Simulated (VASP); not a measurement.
BAs:

```
As B
1.0
     0.00000    2.41993    2.41993
     2.41993    0.00000    2.41993
     2.41993    2.41993    0.00000
As B
1 1
Direct
  0.75000 0.75000 0.75000
  0.00000 0.00000 0.00000
```

Base run:

- Program: VASP 6.6.1
- Functional: RPBE
- Dispersion: D4
- Potentials or basis: VASP PAW PBE potentials, release 64 (As_d, B)
- Cutoff: 560 eV
- k mesh: 10 × 10 × 10
- Occupations: fermi-dirac, width 0.05 eV
- Spin: no spin polarisation

Its results: band gap on the k mesh 1.26 eV (least direct gap 3.24 eV); pressure -9.3 GPa.

Question: The run is repeated on the same cell with these changes: functional from RPBE to r2SCAN; dispersion from D4 to rVV10; cutoff from 560 eV to 620 eV. What comes out?

Answer: Band gap on the k mesh 1.37 eV (least direct gap 3.38 eV); pressure -5.3 GPa.

Several settings changed at once.

Caveats: the cell stands under tension; the PAW data sets were made with another functional, which shifts forces and pressure a little.

A k mesh can miss the band edges.
